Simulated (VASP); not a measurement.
# ScF5 (P6/mmm) in VASP: a series of runs

The runs below take ScF5 through single point, with PBE.

Everything below comes from runs of VASP 6.6.1. Logs are shortened: lines on timing, memory, paths and dates and some standing lists are left out, and cuts for length are marked.

**1. The cell of the first run**

Symmetry: P6/mmm, No. 191, hexagonal system. The conventional cell has a = 4.040 Å, b = 4.040 Å, c = 6.661 Å, α = 90.00°, β = 90.00°, γ = 120.00°. Within 2.1 Å of Sc (site symmetry 6/mmm) lie 8 F at 1.51 to 2.02 Å. F (site symmetry 6mm) has 1 Sc at 1.51 Å within 2.0 Å. F (site symmetry mmm) has 2 Sc at 2.02 Å and 8 F at 2.02 to 2.52 Å within 2.7 Å.

The cell was generated, and may not be a known phase.

**2. Single point, PBE, collinear spin**

Input file INCAR:

```
ALGO = Normal
EDIFF = 1E-6
ENCUT = 520
GGA = PE
ISIF = 2
ISMEAR = 0
ISPIN = 2
LASPH = T
LCHARG = T
LELF = T
LMAXMIX = 4
LORBIT = 11
LREAL = F
LVHAR = T
LWAVE = F
MAGMOM = 0 1 1 1 1 1
NBANDS = 36
NELM = 150
PREC = Accurate
SIGMA = 0.1
```

Input file KPOINTS:

```
k-points
0
Gamma
  6 6 4
```

Input file POSCAR:

```
ScF5
1.0
    4.0403002200      0.0000000000      0.0000000000
   -2.0201501100      3.4990026300      0.0000000000
    0.0000000000      0.0000000000      6.6607651100
Sc F
1 5
Direct
    0.0000000000      0.0000000000      0.5000000000
    0.0000000000      0.0000000000      0.7260006100
    0.0000000000      0.0000000000      0.2739993900
    0.5000000000      0.0000000000      0.5000000000
    0.0000000000      0.5000000000      0.5000000000
    0.5000000000      0.5000000000      0.5000000000
```

Potentials or basis: VASP PAW PBE potentials, release 64 (Sc_sv, F).

On the command line:

```sh
$ cat potpaw_PBE.64/Sc_sv/POTCAR potpaw_PBE.64/F/POTCAR > POTCAR
$ mpirun -np 1 vasp_std > vasp.out
```

OUTCAR:

```text
EDIFF = 1E-6
   ENCUT = 520
   GGA = PE
   ISIF = 2
   ISMEAR = 0
   ISPIN = 2
   LASPH = T
   LORBIT = 11
   LREAL = F
   NELM = 150
   PREC = Accurate

 ion  position               nearest neighbor table
   1  0.000  0.000  0.500-   2 1.51   3 1.51   4 2.02   4 2.02   6 2.02   5 2.02   5 2.02   6 2.02

   2  0.000  0.000  0.726-   1 1.51
   3  0.000  0.000  0.274-   1 1.51
   4  0.500  0.000  0.500-   1 2.02   1 2.02
   5  0.000  0.500  0.500-   1 2.02   1 2.02
   6  0.500  0.500  0.500-   1 2.02   1 2.02

  LATTYP: Found a hexagonal cell.
 ALAT       =     4.0403002200
 C/A-ratio  =     1.6485817259

  Lattice vectors:

 A1 = (   4.0403002200,   0.0000000000,   0.0000000000)
 A2 = (  -2.0201501100,   3.4990026300,   0.0000000000)
 A3 = (   0.0000000000,   0.0000000000,   6.6607651100)

Analysis of symmetry for initial positions (statically):
=====================================================================
 Subroutine PRICEL returns:
 Original cell was already a primitive cell.

 Routine SETGRP: Setting up the symmetry group for a
 hexagonal supercell.

 Subroutine GETGRP returns: Found 24 space group operations
 (whereof 24 operations were pure point group operations)
 out of a pool of 24 trial point group operations.

The static configuration has the point symmetry D_6h.

Analysis of symmetry for dynamics (positions and initial velocities):
=====================================================================
 Subroutine PRICEL returns:
 Original cell was already a primitive cell.

 Routine SETGRP: Setting up the symmetry group for a
 hexagonal supercell.

 Subroutine GETGRP returns: Found 24 space group operations
 (whereof 24 operations were pure point group operations)
 out of a pool of 24 trial point group operations.

The dynamic configuration has the point symmetry D_6h.

Analysis of structural, dynamic, and magnetic symmetry:
=====================================================================
 Subroutine PRICEL returns:
 Original cell was already a primitive cell.

 Routine SETGRP: Setting up the symmetry group for a
 hexagonal supercell.

 Subroutine GETGRP returns: Found 24 space group operations
 (whereof 24 operations were pure point group operations)
 out of a pool of 24 trial point group operations.

The overall configuration has the point symmetry D_6h.

 Subroutine INISYM returns: Found 24 space group operations
 (whereof 24 operations are pure point group operations),
 and found     1 'primitive' translations

----------------------------------------------------------------------------------------

                                     Primitive cell

  volume of cell :      94.1634

  direct lattice vectors                    reciprocal lattice vectors
     4.040300220  0.000000000  0.000000000     0.247506360  0.142897863  0.000000000
    -2.020150110  3.499002630  0.000000000     0.000000000  0.285795727  0.000000000
     0.000000000  0.000000000  6.660765110     0.000000000  0.000000000  0.150132903

  length of vectors
     4.040300220  4.040300220  6.660765110     0.285795727  0.285795727  0.150132903

  position of ions in fractional coordinates (direct lattice)
     0.000000000  0.000000000  0.500000000
     0.000000000  0.000000000  0.726000610
     0.000000000  0.000000000  0.273999390
     0.500000000  0.000000000  0.500000000
     0.000000000  0.500000000  0.500000000
     0.500000000  0.500000000  0.500000000

  ion indices of the primitive-cell ions
   primitive index   ion index
                 1           1
                 2           2
                 3           3
                 4           4
                 5           5
                 6           6

----------------------------------------------------------------------------------------

 KPOINTS: k-points

Automatic generation of k-mesh.
 Grid dimensions read from file:
 generate k-points for:    6    6    4

 Generating k-lattice:

  Cartesian coordinates                     Fractional coordinates (reciprocal lattice)
     0.041251060  0.023816311  0.000000000     0.166666667  0.000000000  0.000000000
     0.000000000  0.047632621  0.000000000     0.000000000  0.166666667  0.000000000
     0.000000000  0.000000000  0.037533226     0.000000000  0.000000000  0.250000000

  Length of vectors
     0.047632621  0.047632621  0.037533226

  Shift w.r.t. Gamma in fractional coordinates (k-lattice)
     0.000000000  0.000000000  0.000000000

 Subroutine IBZKPT returns following result:
 ===========================================

 Found     21 irreducible k-points:

 Following reciprocal coordinates:
            Coordinates               Weight
  0.000000  0.000000  0.000000      1.000000
  0.166667 -0.000000  0.000000      6.000000
  0.333333 -0.000000  0.000000      6.000000
  0.500000 -0.000000  0.000000      3.000000
  0.166667  0.166667  0.000000      6.000000
  0.333333  0.166667  0.000000     12.000000
[... 13 lines left out ...]
  0.333333  0.166667  0.500000     12.000000
  0.333333  0.333333  0.500000      2.000000
   k-points           NKPTS =     21   k-points in BZ     NKDIM =     21   number of bands    NBANDS=     36
   number of dos      NEDOS =    301   number of ions     NIONS =      6
   total plane-waves  NPLWV =  45000
   dimension x,y,z NGX =    30 NGY =   30 NGZ =   50
   dimension x,y,z NGXF=    60 NGYF=   60 NGZF=  100
   ions per type =               1   5
   NGX,Y,Z   is equivalent  to a cutoff of  12.34, 12.34, 12.48 a.u.
   NGXF,Y,Z  is equivalent  to a cutoff of  24.69, 24.69, 24.96 a.u.
 SYSTEM =  unknown system
   PREC   = accura    normal or accurate (medium, high low for compatibility)
   ISTART =      0    job   : 0-new  1-cont  2-samecut
   ICHARG =      2    charge: 1-file 2-atom 10-const
   ISPIN  =      2    spin polarized calculation?
   LNONCOLLINEAR =      F non collinear calculations
   LSORBIT =      F    spin-orbit coupling
   LASPH  =      T    aspherical Exc in radial PAW
   ENCUT  =  520.0 eV  38.22 Ry    6.18 a.u.   7.51  7.51 12.38*2*pi/ulx,y,z
   NELM   =    150;   NELMIN=  2; NELMDL= -5     # of ELM steps
   EDIFF  = 0.1E-05   stopping-criterion for ELM
   LREAL  =      F    real-space projection
   EDIFFG = 0.1E-04   stopping-criterion for IOM
   NSW    =      0    number of steps for IOM
   IBRION =     -1    ionic relax: 0-MD 1-quasi-New 2-CG
   NFREE  =      0    steps in history (QN), initial steepest desc. (CG)
   ISIF   =      2    stress and relaxation
   ISYM   =      2    0-nonsym 1-usesym 2-fastsym
   POTIM  = 0.5000    time-step for ionic-motion
   TEBEG  =    0.0;   TEEND  =   0.0 temperature during run
   PSTRESS=    0.0 pullay stress
   NELECT =      46.0000    total number of electrons
   NUPDOWN=      -1.0000    fix difference up-down
   EMIN   =  10.00;   EMAX   =-10.00  energy-range for DOS
   EFERMI =   0.00;   METHOD = LEGACY
   ISMEAR =     0;   SIGMA  =   0.10  broadening in eV -4-tet -1-fermi 0-gaus
   EFERMI_NEDOS =   21; number of points for ismear=-14 and -15
   IALGO  =     38    algorithm
   IMIX   =      4    mixing-type and parameters
     AMIX     =   0.40;   BMIX     =  1.00
     AMIX_MAG =   1.60;   BMIX_MAG =  1.00
  volume/ion in A,a.u.               =      15.69       105.91
  Fermi-wavevector in a.u.,A,eV,Ry     =   1.289338  2.436495 22.618221  1.662392
  Thomas-Fermi vector in A             =   2.421237
   LORBIT       =     11    0 simple, 1 ext, 2 COOP (PROOUT), +10 PAW based schemes
   GGA     = PE    functional components
   LHFCALC =     F    Hartree Fock is set to
   AEXX    =    0.0000 exact exchange contribution
   IVDW    =     0    specifies the selected vdW correction
   LEPSILON=     F    determine dielectric tensor
   LRPA    =     F    only Hartree local field effects (RPA)
 spin polarized calculation
 Gauss-broadening in eV      SIGMA  =   0.10
  energy-cutoff  :      520.00
  volume of cell :       94.16
 maximum number of plane-waves:      2563
   NGX = 15   NGY = 15   NGZ = 25

 number of electron      46.0000042 magnetization       1.9983986

 Free energy of the ion-electron system (eV)
  ---------------------------------------------------
  ext. energy  EPLUGINS =         0.00000000
  ---------------------------------------------------
  free energy    TOTEN  =       -20.60697799 eV

  energy without entropy =      -20.58495402  energy(sigma->0) =      -20.59596600

 E-fermi :  -3.0012     XC(G=0):  -7.5444

 val. band max:       -3.0264534008   @ k =   0.3333   0.3333   0.5000
 cond. band min:      -2.9845819719   @ k =   0.0000   0.0000   0.2500
 fundamental gap:      0.0418714289
 Fermi energy:        -3.0011654130

 spin component 1

 k-point     1 :       0.0000    0.0000    0.0000
  band No.  band energies     occupation
      1     -48.7946      1.00000
      2     -32.6915      1.00000
      3     -27.1080      1.00000
      4     -27.1080      1.00000
      5     -26.9960      1.00000
      6     -25.8444      1.00000
[... 787 lines left out ...]
     34      10.7868      0.00000
     35      13.1041      0.00000
 Fermi energy:        -3.0011654130

 spin component 2

 k-point     1 :       0.0000    0.0000    0.0000
  band No.  band energies     occupation
      1     -48.6621      1.00000
      2     -32.3058      1.00000
      3     -27.0681      1.00000
      4     -27.0681      1.00000
      5     -26.2044      1.00000
      6     -25.3061      1.00000
[... 787 lines left out ...]
     34      11.1038      0.00000
     35      13.2197      0.00000
 [bands above 35 left out]

------------------------ aborting loop because EDIFF is reached ----------------------------------------

  FORCE on cell =-STRESS in cart. coord.  units (eV):
  Direction    XX          YY          ZZ          XY          YZ          ZX
  --------------------------------------------------------------------------------------
  -------------------------------------------------------------------------------------
  Total       19.3996672     19.3996672     64.1605240      0.0000000     -0.0000000      0.0000000
  in kB      330.0827558    330.0827559   1091.6827801      0.0000000     -0.0000000      0.0000000
  external PRESSURE =     583.9494306 kB  Pullay stress =       0.0000000 kB

 VOLUME and BASIS-vectors are now :
 -----------------------------------------------------------------------------
  energy-cutoff  :      520.00
  volume of cell :       94.16
      direct lattice vectors                 reciprocal lattice vectors
     4.040300220  0.000000000  0.000000000     0.247506360  0.142897863  0.000000000
    -2.020150110  3.499002630  0.000000000     0.000000000  0.285795727  0.000000000
     0.000000000  0.000000000  6.660765110     0.000000000  0.000000000  0.150132903

 POSITION                                       TOTAL-FORCE (eV/Angst)
 -----------------------------------------------------------------------------------
      0.00000      0.00000      3.33038        -0.000000      0.000000     -0.000000
      0.00000      0.00000      4.83572         0.000000      0.000000     21.462332
      0.00000      0.00000      1.82505        -0.000000     -0.000000    -21.462332
      2.02015      0.00000      3.33038        -0.000000      0.000000     -0.000000
     -1.01008      1.74950      3.33038        -0.000000      0.000000     -0.000000
      1.01008      1.74950      3.33038        -0.000000      0.000000     -0.000000
 -----------------------------------------------------------------------------------
    total drift:                               -0.000000      0.000000      0.000000

  FREE ENERGIE OF THE ION-ELECTRON SYSTEM (eV)
  ---------------------------------------------------
  free  energy   TOTEN  =       -20.6069779873 eV

  energy  without entropy=      -20.5849540181  energy(sigma->0) =      -20.59596600

 total charge

# of ion       s       p       d       tot
------------------------------------------
    1        2.387   6.753   2.549  11.689
    2        1.785   4.375   0.000   6.161
    3        1.785   4.375   0.000   6.161
    4        1.766   4.301   0.000   6.067
    5        1.766   4.301   0.000   6.067
    6        1.766   4.301   0.000   6.067
--------------------------------------------------
tot         11.256  28.406   2.549  42.211

 magnetization (x)

# of ion       s       p       d       tot
------------------------------------------
    1       -0.003   0.176  -0.034   0.139
    2        0.003   0.271   0.000   0.273
    3        0.003   0.271   0.000   0.273
    4        0.003   0.425   0.000   0.428
    5        0.003   0.425   0.000   0.428
    6        0.003   0.425   0.000   0.428
--------------------------------------------------
tot          0.011   1.992  -0.034   1.969
```

It took 2.4 min on 1 thread of Intel Xeon Platinum 8259CL at 2.50GHz (Skylake/Cascade Lake), shared host; peak memory 0.29 GiB.

What came out:

```
Free energy                                           : -20.6070 eV
Pressure                                              : 58.4 GPa
Largest force                                         : 21.462 eV/Å
Band gap on the k mesh                                : zero (filled and empty bands overlap)
Net moment                                            : 2.00 μB per cell
Site moments                                          : Sc +0.14; F +0.27, +0.43 (each value once) μB
Valence electrons inside the program's atomic spheres : Sc 11.69; F 6.16, 6.07 (each value once)
```

Forces on the atoms (eV/Å):
```
Sc    0.000   0.000   0.000
F     0.000   0.000  21.462
F     0.000   0.000 -21.462
F     0.000   0.000   0.000
F     0.000   0.000   0.000
F     0.000   0.000   0.000
```

Levels at points of the mesh, in eV from the Fermi level:
Spin up:
```csv
k point,band 21,band 22,band 23,band 24,band 25,band 26,band 27,band 28
"(0.00, 0.00, 0.00)",-1.35,-0.99,-0.16,-0.16,7.07,7.81,7.81,8.70
"(0.50, 0.00, 0.00)",-2.48,-1.77,-0.98,-0.54,8.56,8.94,9.26,9.83
"(0.00, 0.00, 0.50)",-1.35,-1.16,-0.16,-0.16,7.62,7.81,7.81,8.68
"(0.50, 0.00, 0.50)",-2.48,-1.77,-1.12,-0.54,8.57,8.91,8.96,10.19
```
Spin down:
```csv
k point,band 18,band 19,band 20,band 21,band 22,band 23,band 24,band 25,band 26,band 27
"(0.00, 0.00, 0.00)",-2.89,-1.67,-1.67,-0.81,0.12,1.49,1.49,7.17,7.85,7.85
"(0.50, 0.00, 0.00)",-2.53,-2.41,-2.14,-1.82,-1.40,0.14,1.10,8.65,9.06,9.39
"(0.00, 0.00, 0.50)",-2.88,-1.67,-1.67,-0.81,-0.09,1.49,1.49,7.76,7.85,7.85
"(0.50, 0.00, 0.50)",-2.53,-2.40,-2.15,-1.82,-1.40,-0.03,1.10,8.66,9.03,9.06
```

Caveat: the stress differs along the axes, from 33 to 109 GPa; forces of over 1 eV/Å act on the atoms, so gaps and moduli don't describe the material at rest.

[end of part 1 of 2]

The gap in the log of VASP goes by the Fermi energy; the results here count the filled bands.